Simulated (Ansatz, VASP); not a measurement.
Two plane-wave programs on Si2C

File INCAR:

```
  ALGO = Normal
  EDIFF = 1E-6
  ENCUT = 520
  GGA = PE
  ISIF = 2
  ISMEAR = 0
  ISPIN = 2
  LASPH = T
  LCHARG = T
  LELF = T
  LORBIT = 11
  LREAL = F
  LVHAR = T
  LWAVE = F
  MAGMOM = 0 0 0 0 1 1
  NBANDS = 25
  NELM = 150
  PREC = Accurate
  SIGMA = 0.1
```

KPOINTS

```
k-points
0
Gamma
  6 6 2
```

The input POSCAR:

```
Si2C
1.0
    2.7344770400      0.0000000000      0.0000000000
   -1.3672385200      2.3681265800      0.0000000000
    0.0000000000      0.0000000000     13.3443277500
Si C
4 2
Direct
    0.3333333300      0.6666666700      0.4166666700
    0.3333333300      0.6666666700      0.7500000000
    0.6666666700      0.3333333300      0.2500000000
    0.6666666700      0.3333333300      0.5833333300
    0.3333333300      0.6666666700      0.0833333300
    0.6666666700      0.3333333300      0.9166666700
```

Input for Ansatz:

```yaml
crystal:
  lattice:
    - [2.73447704, 0.0, 0.0]
    - [-1.36723852, 2.36812658, 0.0]
    - [0.0, 0.0, 13.34432775]
  atoms:
    - { symbol: Si, position: [0.33333333, 0.66666667, 0.41666667] }
    - { symbol: Si, position: [0.33333333, 0.66666667, 0.75] }
    - { symbol: Si, position: [0.66666667, 0.33333333, 0.25] }
    - { symbol: Si, position: [0.66666667, 0.33333333, 0.58333333] }
    - { symbol: C, position: [0.33333333, 0.66666667, 0.08333333], spin: 1.0 }
    - { symbol: C, position: [0.66666667, 0.33333333, 0.91666667], spin: 1.0 }
basis:
  ecutwfc: 420
kpoints:
  mp_grid: { grid: [6, 6, 2] }
hamiltonian:
  xc: pbe
scf:
  occupations: { method: gaussian, width: 0.1 }
  lower_state_search: "off"
output:
  forces: true
  stress: true
  eigenvalues: true
  populations: true
magnetization:
  spin_polarized: true
```

Alike in both runs: task single point; functional PBE; k mesh 6 × 6 × 2; occupations gaussian, width 0.1 eV; collinear spin.

|  | VASP | Ansatz |
| --- | --- | --- |
| version | VASP 6.6.1 | Ansatz 0.2.0 |
| potentials or method | VASP PAW PBE potentials, release 64 (Si, C), cutoff 520 eV | scalar-relativistic, plane waves, PAW |
| valence electrons in the cell | 24 | 24 |

Ansatz gave:

- gap on the k mesh at the Fermi level (eV): none
- pressure (GPa): -11.9
- traceless stress, the component that is largest in VASP (GPa): -4.44
- rms of the force components (eV/Å): 0.523
- net moment per atom (μB): 0.00

Q: Which values does VASP return?

A: gap on the k mesh at the Fermi level (eV): none; pressure (GPa): -11.9; traceless stress, the component that is largest in VASP (GPa): -4.43; rms of the force components (eV/Å): 0.522; net moment per atom (μB): 0.00.

Atom by atom the forces differ by 0.002 eV/Å (rms over components). A gap of «none» marks a metal or a gap that the smearing closes. Ansatz's warnings: seeded moment not kept.

The k mesh is coarse, so the values compare programs but aren't converged.
